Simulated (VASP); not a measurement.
# Pd (Fm-3m) in VASP: a series of runs

Runs on Pd. Level: PBEsol. Tasks: single point, relaxation of cell and atoms.

Everything below comes from runs of VASP 6.6.1. Logs are shortened: lines on timing, memory, paths and dates and some standing lists are left out, and cuts for length are marked.

## Step 1: The cell of the first run

Symmetry: Fm-3m, No. 225, cubic system. The conventional cell has a = 3.878 Å, b = 3.878 Å, c = 3.878 Å, α = 90.00°, β = 90.00°, γ = 90.00°. Pd (site symmetry m-3m) has 12 Pd at 2.74 Å within 3.6 Å.

## Step 2: Single point, PBEsol, collinear spin, ferromagnetic start

INCAR

```
PREC = Accurate
ENCUT = 520
EDIFF = 1E-6
ISMEAR = -1
SIGMA = 0.05
LREAL = F
LASPH = T
NELM = 150
ALGO = Normal
ISIF = 2
LWAVE = F
LCHARG = F
ISPIN = 2
MAGMOM = 0.312
LORBIT = 11
LMAXMIX = 4
GGA = PS
NBANDS = 15
```

KPOINTS

```
regular mesh
0
Gamma
  23 23 23
```

POSCAR

```
Pd
1.0
    0.0000000000      1.9391912855      1.9391912855
    1.9391912855      0.0000000000      1.9391912855
    1.9391912855      1.9391912855      0.0000000000
Pd
1
Direct
    0.0000000000      0.0000000000      0.0000000000
```

Potentials or basis: VASP PAW PBE potentials, release 64 (Pd).

The run is started by

```sh
cat potpaw_PBE.64/Pd/POTCAR > POTCAR
mpirun -np 1 vasp_std > vasp.out
```

OUTCAR:

```text
PREC = Accurate
   ENCUT = 520
   EDIFF = 1E-6
   ISMEAR = -1
   LREAL = F
   LASPH = T
   NELM = 150
   ISIF = 2
   ISPIN = 2
   LORBIT = 11
   GGA = PS

 ion  position               nearest neighbor table
   1  0.000  0.000  0.000-

  LATTYP: Found a face centered cubic cell.
 ALAT       =     3.8783825710

  Lattice vectors:

 A1 = (   0.0000000000,   1.9391912855,   1.9391912855)
 A2 = (   1.9391912855,   0.0000000000,   1.9391912855)
 A3 = (   1.9391912855,   1.9391912855,   0.0000000000)

Analysis of symmetry for initial positions (statically):
=====================================================================
 Subroutine PRICEL returns:
 Original cell was already a primitive cell.

 Routine SETGRP: Setting up the symmetry group for a
 face centered cubic supercell.

 Subroutine GETGRP returns: Found 48 space group operations
 (whereof 48 operations were pure point group operations)
 out of a pool of 48 trial point group operations.

The static configuration has the point symmetry O_h .

Analysis of symmetry for dynamics (positions and initial velocities):
=====================================================================
 Subroutine PRICEL returns:
 Original cell was already a primitive cell.

 Routine SETGRP: Setting up the symmetry group for a
 face centered cubic supercell.

 Subroutine GETGRP returns: Found 48 space group operations
 (whereof 48 operations were pure point group operations)
 out of a pool of 48 trial point group operations.

The dynamic configuration has the point symmetry O_h .

Analysis of structural, dynamic, and magnetic symmetry:
=====================================================================
 Subroutine PRICEL returns:
 Original cell was already a primitive cell.

 Routine SETGRP: Setting up the symmetry group for a
 face centered cubic supercell.

 Subroutine GETGRP returns: Found 48 space group operations
 (whereof 48 operations were pure point group operations)
 out of a pool of 48 trial point group operations.

The overall configuration has the point symmetry O_h .

 Subroutine INISYM returns: Found 48 space group operations
 (whereof 48 operations are pure point group operations),
 and found     1 'primitive' translations

----------------------------------------------------------------------------------------

                                     Primitive cell

  volume of cell :      14.5845

  direct lattice vectors                    reciprocal lattice vectors
     0.000000000  1.939191285  1.939191285    -0.257839443  0.257839443  0.257839443
     1.939191285  0.000000000  1.939191285     0.257839443 -0.257839443  0.257839443
     1.939191285  1.939191285  0.000000000     0.257839443  0.257839443 -0.257839443

  length of vectors
     2.742430616  2.742430616  2.742430616     0.446591015  0.446591015  0.446591015

  position of ions in fractional coordinates (direct lattice)
     0.000000000  0.000000000  0.000000000

  ion indices of the primitive-cell ions
   primitive index   ion index
                 1           1

----------------------------------------------------------------------------------------

 KPOINTS: regular mesh

Automatic generation of k-mesh.
 Grid dimensions read from file:
 generate k-points for:   23   23   23

 Generating k-lattice:

  Cartesian coordinates                     Fractional coordinates (reciprocal lattice)
    -0.011210411  0.011210411  0.011210411     0.043478261  0.000000000  0.000000000
     0.011210411 -0.011210411  0.011210411     0.000000000  0.043478261  0.000000000
     0.011210411  0.011210411 -0.011210411     0.000000000  0.000000000  0.043478261

  Length of vectors
     0.019417001  0.019417001  0.019417001

  Shift w.r.t. Gamma in fractional coordinates (k-lattice)
     0.000000000  0.000000000  0.000000000

 Subroutine IBZKPT returns following result:
 ===========================================

 Found    364 irreducible k-points:

 Following reciprocal coordinates:
            Coordinates               Weight
  0.000000  0.000000  0.000000      1.000000
  0.043478  0.000000  0.000000      8.000000
  0.086957  0.000000  0.000000      8.000000
  0.130435  0.000000  0.000000      8.000000
  0.173913  0.000000  0.000000      8.000000
  0.217391  0.000000  0.000000      8.000000
[... 16 lines left out ...]
  0.478261  0.043478  0.000000     24.000000
 -0.478261  0.043478  0.000000     24.000000
 [... further k-points ...]
   k-points           NKPTS =    364   k-points in BZ     NKDIM =    364   number of bands    NBANDS=     15
   number of dos      NEDOS =    301   number of ions     NIONS =      1
   total plane-waves  NPLWV =   8000
   dimension x,y,z NGX =    20 NGY =   20 NGZ =   20
   dimension x,y,z NGXF=    40 NGYF=   40 NGZF=   40
   ions per type =               1
   NGX,Y,Z   is equivalent  to a cutoff of  12.12, 12.12, 12.12 a.u.
   NGXF,Y,Z  is equivalent  to a cutoff of  24.25, 24.25, 24.25 a.u.
 SYSTEM =  unknown system
   PREC   = accura    normal or accurate (medium, high low for compatibility)
   ISTART =      0    job   : 0-new  1-cont  2-samecut
   ICHARG =      2    charge: 1-file 2-atom 10-const
   ISPIN  =      2    spin polarized calculation?
   LNONCOLLINEAR =      F non collinear calculations
   LSORBIT =      F    spin-orbit coupling
   LASPH  =      T    aspherical Exc in radial PAW
   ENCUT  =  520.0 eV  38.22 Ry    6.18 a.u.   5.10  5.10  5.10*2*pi/ulx,y,z
   NELM   =    150;   NELMIN=  2; NELMDL= -5     # of ELM steps
   EDIFF  = 0.1E-05   stopping-criterion for ELM
   LREAL  =      F    real-space projection
   EDIFFG = 0.1E-04   stopping-criterion for IOM
   NSW    =      0    number of steps for IOM
   IBRION =     -1    ionic relax: 0-MD 1-quasi-New 2-CG
   NFREE  =      0    steps in history (QN), initial steepest desc. (CG)
   ISIF   =      2    stress and relaxation
   ISYM   =      2    0-nonsym 1-usesym 2-fastsym
   POTIM  = 0.5000    time-step for ionic-motion
   TEBEG  =    0.0;   TEEND  =   0.0 temperature during run
   PSTRESS=    0.0 pullay stress
   NELECT =      10.0000    total number of electrons
   NUPDOWN=      -1.0000    fix difference up-down
   EMIN   =  10.00;   EMAX   =-10.00  energy-range for DOS
   EFERMI =   0.00;   METHOD = LEGACY
   ISMEAR =    -1;   SIGMA  =   0.05  broadening in eV -4-tet -1-fermi 0-gaus
[... 11 lines left out ...]
   AEXX    =    0.0000 exact exchange contribution
   IVDW    =     0    specifies the selected vdW correction
   LEPSILON=     F    determine dielectric tensor
   LRPA    =     F    only Hartree local field effects (RPA)
 spin polarized calculation
  energy-cutoff  :      520.00
  volume of cell :       14.58
 maximum number of plane-waves:       411
   NGX = 11   NGY = 11   NGZ = 11

 number of electron      10.0000001 magnetization       0.0134899

 number of electron      10.0000001 magnetization      -0.0022322

 Free energy of the ion-electron system (eV)
  ---------------------------------------------------
  ext. energy  EPLUGINS =         0.00000000
  ---------------------------------------------------
  free energy    TOTEN  =        -5.97022092 eV

  energy without entropy =       -5.95118108  energy(sigma->0) =       -5.96070100

 E-fermi :   9.8068     XC(G=0): -13.4514

 val. band max:        9.8063387143   @ k =  -0.4348   0.3478   0.0000
 cond. band min:       9.8077958538   @ k =  -0.3913   0.3913   0.0435
 fundamental gap:      0.0014571396
 Fermi energy:         9.8067744176

 spin component 1

 k-point     1 :       0.0000    0.0000    0.0000
  band No.  band energies     occupation
      1       2.4842      1.00000
      2       6.9022      1.00000
      3       6.9022      1.00000
      4       6.9022      1.00000
      5       8.5650      1.00000
      6       8.5650      1.00000
      7      26.9443      0.00000
      8      31.7793      0.00000
      9      31.7793      0.00000
     10      31.7793      0.00000
     11      35.8545      0.00000
     12      37.1878      0.00000
     13      40.5688      0.00000
     14      40.5688      0.00000
     15      40.5688      0.00000

 k-point     2 :       0.0435    0.0000    0.0000
  band No.  band energies     occupation
      1       2.5540      1.00000
      2       6.8764      1.00000
      3       6.9271      1.00000
      4       6.9271      1.00000
      5       8.5526      1.00000
      6       8.5526      1.00000
      7      27.0224      0.00000
      8      31.2875      0.00000
      9      31.8613      0.00000
     10      31.8613      0.00000
     11      35.8899      0.00000
     12      37.5795      0.00000
     13      40.1630      0.00000
     14      40.3732      0.00000
     15      40.3732      0.00000
[... 365 lines left out ...]
      3       6.9150      1.00000
      4       9.2945      0.99996
      5       9.7896      0.58487
      6      10.9558      0.00000
      7      17.4575      0.00000
      8      26.4037      0.00000
      9      30.7261      0.00000
     10      30.8490      0.00000
     11      35.9138      0.00000
     12      37.3122      0.00000
     13      37.4236      0.00000
     14      40.9404      0.00000
     15      43.8019      0.00000

 k-point    24 :      -0.4783    0.0435    0.0000
  band No.  band energies     occupation
      1       4.4268      1.00000
      2       6.8216      1.00000
      3       6.8984      1.00000
      4       9.3955      0.99973
      5       9.7734      0.66111
      6      11.1591      0.00000
      7      17.1736      0.00000
      8      26.3552      0.00000
      9      30.5751      0.00000
     10      30.8392      0.00000
     11      35.9136      0.00000
     12      37.3829      0.00000
     13      37.4328      0.00000
     14      41.2474      0.00000
     15      43.8664      0.00000

 [... further k-points ...]

 spin component 2

 k-point     1 :       0.0000    0.0000    0.0000
  band No.  band energies     occupation
      1       2.4840      1.00000
      2       6.9005      1.00000
      3       6.9005      1.00000
      4       6.9005      1.00000
      5       8.5635      1.00000
      6       8.5635      1.00000
      7      26.9443      0.00000
      8      31.7792      0.00000
      9      31.7792      0.00000
     10      31.7792      0.00000
     11      35.8517      0.00000
     12      37.1877      0.00000
     13      40.5684      0.00000
     14      40.5684      0.00000
     15      40.5684      0.00000

 k-point     2 :       0.0435    0.0000    0.0000
  band No.  band energies     occupation
      1       2.5538      1.00000
      2       6.8747      1.00000
      3       6.9254      1.00000
      4       6.9254      1.00000
      5       8.5511      1.00000
      6       8.5511      1.00000
      7      27.0223      0.00000
      8      31.2874      0.00000
      9      31.8613      0.00000
     10      31.8613      0.00000
     11      35.8869      0.00000
     12      37.5794      0.00000
     13      40.1625      0.00000
     14      40.3728      0.00000
     15      40.3728      0.00000
[... 365 lines left out ...]
      3       6.9136      1.00000
      4       9.2931      0.99997
      5       9.7878      0.59356
      6      10.9553      0.00000
      7      17.4564      0.00000
      8      26.4036      0.00000
      9      30.7257      0.00000
     10      30.8486      0.00000
     11      35.9108      0.00000
     12      37.3119      0.00000
     13      37.4234      0.00000
     14      40.9401      0.00000
     15      43.7998      0.00000

 k-point    24 :      -0.4783    0.0435    0.0000
  band No.  band energies     occupation
      1       4.4257      1.00000
      2       6.8202      1.00000
      3       6.8969      1.00000
      4       9.3941      0.99974
      5       9.7716      0.66911
      6      11.1587      0.00000
      7      17.1725      0.00000
      8      26.3551      0.00000
      9      30.5747      0.00000
     10      30.8388      0.00000
     11      35.9106      0.00000
     12      37.3826      0.00000
     13      37.4326      0.00000
     14      41.2471      0.00000
     15      43.8597      0.00000

 [... further k-points ...]
[... 5 lines left out ...]
  --------------------------------------------------------------------------------------
  -------------------------------------------------------------------------------------
  Total       -0.0763616     -0.0763616     -0.0763616     -0.0000000     -0.0000000     -0.0000000
  in kB       -8.3886852     -8.3886852     -8.3886852     -0.0000000     -0.0000000     -0.0000000
  external PRESSURE =      -8.3886852 kB  Pullay stress =       0.0000000 kB

 VOLUME and BASIS-vectors are now :
 -----------------------------------------------------------------------------
  energy-cutoff  :      520.00
  volume of cell :       14.58
      direct lattice vectors                 reciprocal lattice vectors
     0.000000000  1.939191285  1.939191285    -0.257839443  0.257839443  0.257839443
     1.939191285  0.000000000  1.939191285     0.257839443 -0.257839443  0.257839443
     1.939191285  1.939191285  0.000000000     0.257839443  0.257839443 -0.257839443

 POSITION                                       TOTAL-FORCE (eV/Angst)
 -----------------------------------------------------------------------------------
      0.00000      0.00000      0.00000        -0.000000     -0.000000      0.000000
 -----------------------------------------------------------------------------------
    total drift:                                0.000000      0.000000      0.000000

  FREE ENERGIE OF THE ION-ELECTRON SYSTEM (eV)
  ---------------------------------------------------
  free  energy   TOTEN  =        -5.9702209222 eV

  energy  without entropy=       -5.9511810820  energy(sigma->0) =       -5.96070100

 total charge

# of ion       s       p       d       tot
------------------------------------------
    1        0.489   0.497   8.463   9.449

 magnetization (x)

# of ion       s       p       d       tot
------------------------------------------
    1        0.000   0.000  -0.002  -0.002
```

It took 3.5 min on 1 thread of Intel Xeon Platinum 8259CL at 2.50GHz (Skylake/Cascade Lake), shared host; peak memory 0.23 GiB.

Results:

```yaml
Free_energy: -5.9702 eV
Pressure: -0.8 GPa
Band_gap_on_the_k_mesh: zero (filled and empty bands overlap)
Net_moment: 0.00 μB per cell
Valence_electrons_inside_the_program's_atomic_spheres: Pd 9.45
```

Caveat: the PAW data sets were made with another functional, which shifts forces and pressure a little.

## Step 3: Single point, PBEsol

INCAR

```
PREC = Accurate
ENCUT = 520
EDIFF = 1E-7
ISMEAR = -1
SIGMA = 0.1
LREAL = False
LASPH = True
NELM = 60
ALGO = Normal
ISIF = 2
LWAVE = False
LCHARG = False
GGA = PS
NBANDS = 11
```

KPOINTS

```
Automatic mesh
0
Gamma
  14 14 14
```

POSCAR

```
Pd
1.0
    0.0000000000      1.9393681579      1.9393681579
    1.9393681579      0.0000000000      1.9393681579
    1.9393681579      1.9393681579      0.0000000000
Pd
1
Direct
    0.0000000000      0.0000000000      0.0000000000
```

Potentials or basis: VASP PAW PBE potentials, release 64 (Pd).

The run is started by

```sh
cat potpaw_PBE.64/Pd/POTCAR > POTCAR
mpirun -np 1 vasp_std > vasp.out
```

It took 14 s on 1 thread of Intel Xeon Platinum 8259CL at 2.50GHz (Skylake/Cascade Lake), shared host; peak memory 0.13 GiB.

Results (log left out):

| Property | Result |
| --- | --- |
| Free energy | -5.9904 eV |
| Pressure | -0.4 GPa |
| Band gap on the k mesh | zero (band 5 reaches 10.11 eV, above the bottom of band 6 at 8.49 eV) |

Levels at points of the mesh, in eV from the Fermi level:
| k point | band 1 | band 2 | band 3 | band 4 | band 5 | band 6 | band 7 | band 8 | band 9 | band 10 |
| --- | --- | --- | --- | --- | --- | --- | --- | --- | --- | --- |
| (0.00, 0.00, 0.00) | -7.34 | -2.93 | -2.93 | -2.93 | -1.27 | -1.27 | 17.12 | 21.95 | 21.95 | 21.95 |
| (0.50, 0.00, 0.00) | -5.45 | -2.97 | -2.97 | -0.04 | -0.04 | 0.88 | 7.33 | 16.47 | 21.10 | 21.10 |
| (0.50, 0.50, 0.00) | -5.54 | -5.24 | -0.06 | 0.28 | 0.28 | 3.23 | 10.81 | 13.15 | 13.15 | 21.62 |

Caveat: the PAW data sets were made with another functional, which shifts forces and pressure a little.

## Step 4: Single point, PBEsol (volume scaled by 0.88)

INCAR

```
SYSTEM = Pd
PREC = Accurate
ENCUT = 520
EDIFF = 1E-6
ISMEAR = -1
SIGMA = 0.1
LREAL = .False.
LASPH = .True.
NELM = 100
ALGO = Normal
ISIF = 2
LWAVE = .False.
LCHARG = .False.
GGA = PS
NBANDS = 11
```

KPOINTS

```
Automatic mesh
0
Gamma
  23 23 23
  0 0 0
```

POSCAR

```
Pd
1.0
    0.0000000000      1.8584654204      1.8584654204
    1.8584654204      0.0000000000      1.8584654204
    1.8584654204      1.8584654204      0.0000000000
Pd
1
Direct
    0.0000000000      0.0000000000      0.0000000000
```

The run is started by

```sh
cat potpaw_PBE.64/Pd/POTCAR > POTCAR
mpirun -np 1 vasp_std > vasp.out
```

It took 38 s on 1 thread of Intel Xeon Platinum 8259CL at 2.50GHz (Skylake/Cascade Lake), shared host; peak memory 0.17 GiB.

It converged, with:

| Quantity | Value |
| --- | --- |
| Free energy | -5.8278 eV |
| Pressure | 35.7 GPa |
| Band gap on the k mesh | zero (band 5 reaches 12.55 eV, above the bottom of band 6 at 10.55 eV) |

Levels at points of the mesh, in eV from the Fermi level:
```
           k point  band 2  band 3  band 4  band 5  band 6  band 7  band 8  band 9
(0.00, 0.00, 0.00)   -3.59   -3.59   -3.59   -1.55   -1.55   17.05   22.64   22.64
```

Caveat: the cell differs from its parent crystal (volume scaled by 0.88); the PAW data sets were made with another functional, which shifts forces and pressure a little.

## Step 5: Relaxation of cell and atoms, PBEsol

This run uses another cell than the first one, of 14.71 Å³/atom, 1.009 times its volume.

INCAR

```
PREC = Accurate
ENCUT = 600
EDIFF = 1E-7
ISMEAR = -1
SIGMA = 0.1
LREAL = F
LASPH = T
NELM = 80
ALGO = Normal
ISIF = 3
LWAVE = F
LCHARG = F
GGA = PS
IBRION = 2
NSW = 80
EDIFFG = -0.01
```

KPOINTS

```
regular mesh
0
Gamma
  14 14 14
```

POSCAR

```
Pd
1.0
    0.0000000000      1.9449000000      1.9449000000
    1.9449000000      0.0000000000      1.9449000000
    1.9449000000      1.9449000000      0.0000000000
Pd
1
Direct
    0.0000000000      0.0000000000      0.0000000000
```

The run is started by

```sh
cat potpaw_PBE.64/Pd/POTCAR > POTCAR
mpirun -np 1 vasp_std > vasp.out
```

It took 28 s on 1 thread of Intel Xeon Platinum 8259CL at 2.50GHz (Skylake/Cascade Lake), shared host; peak memory 0.15 GiB.

Results (log left out):

- Free energy: -5.9909 eV
- Relaxed volume: 14.56 Å³/atom
- Relaxed cell: a = 2.741 Å, b = 2.741 Å, c = 2.741 Å, α = 60.00°, β = 60.00°, γ = 60.00°
- Space group after relaxing (to 0.05 Å): Fm-3m (No. 225)
- Energy gained by relaxing: 1.0 meV/atom
- Ionic steps: 3
- Pressure after relaxing: 0.0 GPa
- Band gap on the k mesh: zero (band 5 reaches 10.14 eV, above the bottom of band 6 at 8.51 eV)

The path:
```csv
step,energy change (eV),largest force (eV/Å),pressure (GPa),volume (Å³)
1,0.0000,0.0000,-2.06,14.71
2,0.0017,0.0000,3.61,14.32
3,-0.0010,0.0000,0.00,14.56
```

Final structure:
```
Pd
1.0
     0.00000    1.93813    1.93813
     1.93813    0.00000    1.93813
     1.93813    1.93813    0.00000
Pd
1
Direct
  0.00000 0.00000 0.00000
```

Levels at points of the mesh, in eV from the Fermi level:
```csv
k point,band 1,band 2,band 3,band 4,band 5,band 6,band 7,band 8,band 9
"(0.00, 0.00, 0.00)",-7.36,-2.93,-2.93,-2.93,-1.27,-1.27,17.12,21.96,21.96
"(0.50, 0.00, 0.00)",-5.46,-2.98,-2.98,-0.04,-0.04,0.87,7.35,16.47,21.12
"(0.50, 0.50, 0.00)",-5.56,-5.26,-0.06,0.28,0.28,3.23,10.83,13.16,13.16
```

Caveat: the PAW data sets were made with another functional, which shifts forces and pressure a little.

## Step 6: Summary

| task | spin | cell | k mesh | cutoff (eV) | smearing | gap on the mesh (eV) | pressure (GPa) |
| --- | --- | --- | --- | --- | --- | --- | --- |
| single point | collinear, ferromagnetic start | a = 2.742 Å, angles 60.0°, 1 atom | 23 × 23 × 23 | 520 | fermi-dirac 0.05 eV | none | -0.8 |
| single point | off | a = 2.743 Å, angles 60.0°, 1 atom | 14 × 14 × 14 | 520 | fermi-dirac 0.1 eV | none | -0.4 |
| single point | off | a = 2.628 Å, angles 60.0°, 1 atom | 23 × 23 × 23 | 520 | fermi-dirac 0.1 eV | none | 35.7 |
| relaxation of cell and atoms | off | relaxed from a = 2.751 Å, angles 60.0°, 1 atom | 14 × 14 × 14 | 600 | fermi-dirac 0.1 eV | none | 0.0 |

Alike in all rows: level PBEsol; potentials or basis VASP PAW PBE potentials, release 64 (Pd).

Caveats: the PAW data sets were made with another functional, which shifts forces and pressure a little.

Total energies depend on the potentials used, so only differences within one code and one set of settings carry meaning.
